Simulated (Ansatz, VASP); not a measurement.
## One calculation of ZnS, two programs

INCAR

```
PREC     = Accurate       # precision mode
ENCUT    = 520            # plane-wave cutoff, eV
EDIFF    = 1E-6           # SCF threshold, eV
ISMEAR   = 0              # smearing method
SIGMA    = 0.05           # smearing width, eV
LREAL    = False          # projectors in reciprocal space
LASPH    = True           # aspherical terms in the spheres
NELM     = 60             # most SCF steps
ALGO     = Normal         # electronic algorithm
ISIF     = 2              # what is computed and relaxed
LWAVE    = False          # write WAVECAR
LCHARG   = True           # write CHGCAR
GGA      = PE             # functional
LELF     = True           # ELF
LVHAR    = True         
NBANDS   = 26             # bands
```

Contents of KPOINTS:

```
regular mesh
0
Gamma
  9 9 4
```

The input POSCAR:

```
ZnS
1.0
    3.6884088784      0.0000000000      0.0000000000
   -1.8442044392      3.1942557882      0.0000000000
    0.0000000000      0.0000000000      6.8523260142
Zn S
2 2
Direct
    0.3333333333      0.6666666667      0.0052003725
    0.6666666667      0.3333333333      0.5052003725
    0.3333333333      0.6666666667      0.3797996275
    0.6666666667      0.3333333333      0.8797996275
```

Input for Ansatz:

```yaml
crystal:
  lattice:
    - [3.6884088784, 0.0, 0.0]
    - [-1.8442044392, 3.1942557882, 0.0]
    - [0.0, 0.0, 6.8523260142]
  atoms:
    - { symbol: Zn, position: [0.3333333333, 0.6666666667, 0.0052003725] }
    - { symbol: Zn, position: [0.6666666667, 0.3333333333, 0.5052003725] }
    - { symbol: S, position: [0.3333333333, 0.6666666667, 0.3797996275] }
    - { symbol: S, position: [0.6666666667, 0.3333333333, 0.8797996275] }
basis:
  ecutwfc: 520.0
kpoints:
  mp_grid: { grid: [9, 9, 4] }
hamiltonian:
  xc: pbe
scf:
  occupations: { method: gaussian, width: 0.05 }
output:
  forces: true
  stress: true
  eigenvalues: true
```

Alike in both runs: task single point; functional PBE; k mesh 9 × 9 × 4; occupations gaussian, width 0.05 eV; no spin polarisation.

|  | VASP | Ansatz |
| --- | --- | --- |
| version | VASP 6.6.1 | Ansatz 0.2.0 |
| potentials or method | VASP PAW PBE potentials, release 64 (Zn, S), cutoff 520 eV | scalar-relativistic, plane waves, PAW |
| valence electrons in the cell | 36 | 36 |

|  | VASP | Ansatz | Ansatz less VASP |
| --- | --- | --- | --- |
| gap on the k mesh at the Fermi level (eV) | 1.60 | 1.61 | +0.001 |
| least direct gap on the mesh (eV) | 1.60 | 1.61 | +0.001 |
| pressure (GPa) | 1.8 | 1.6 | -0.16 |
| traceless stress, the component that is largest in VASP (GPa) | -9.19 | -9.14 | +0.056 |
| rms of the force components (eV/Å) | 0.223 | 0.216 | -0.0063 |

Atom by atom the forces differ by 0.006 eV/Å (rms over components). With one functional, cell and mesh, what is left measures potentials, basis and numerics.
